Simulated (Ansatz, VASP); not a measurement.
Two plane-wave programs on As

INCAR

```
SYSTEM = As
PREC = Accurate ; ENCUT = 520
EDIFF = 1E-6 ; ISMEAR = 0
SIGMA = 0.1 ; LREAL = .FALSE.
LASPH = .TRUE. ; NELM = 80
ALGO = Normal ; ISIF = 2
LWAVE = .FALSE. ; LCHARG = .FALSE.
GGA = PS ; NBANDS = 8
```

KPOINTS

```
regular mesh
0
G
  16 16 16
  0 0 0
```

File POSCAR:

```
As
1.0
    2.7722471134      0.0000000000      0.0000000000
    0.0000000000      2.7722471134      0.0000000000
    0.0000000000      0.0000000000      2.7722471134
As
1
Direct
    0.5000000000      0.5000000000      0.5000000000
```

Input for Ansatz:

```yaml
crystal:
  lattice:
    - [2.7722471134, 0.0, 0.0]
    - [0.0, 2.7722471134, 0.0]
    - [0.0, 0.0, 2.7722471134]
  atoms:
    - { symbol: As, position: [0.5, 0.5, 0.5] }
basis:
  ecutwfc: 420
kpoints:
  mp_grid: { grid: [16, 16, 16] }
hamiltonian:
  xc: pbesol
scf:
  occupations: { method: gaussian, width: 0.1 }
output:
  forces: true
  stress: true
  eigenvalues: true
  populations: true
```

Alike in both runs: task single point; functional PBEsol; k mesh 16 × 16 × 16; occupations gaussian, width 0.1 eV; no spin polarisation.

|  | VASP | Ansatz |
| --- | --- | --- |
| version | VASP 6.6.1 | Ansatz 0.2.0 |
| potentials or method | VASP PAW PBE potentials, release 64 (As), cutoff 520 eV | scalar-relativistic, plane waves, PAW |
| valence electrons in the cell | 5 | 15 |

VASP gave:

```
gap on the k mesh at the Fermi level (eV) : none
pressure (GPa)                            : -6.6
```

Question: Estimate Ansatz's values.

Answer: gap on the k mesh at the Fermi level (eV): none; pressure (GPa): -6.8.

VASP's potentials were made for PBE, not for PBEsol. A gap of «none» marks a metal or a gap that the smearing closes. VASP's potentials hold 5 valence electrons a cell and Ansatz's 15, so a difference there can come from the potentials and not from the codes.
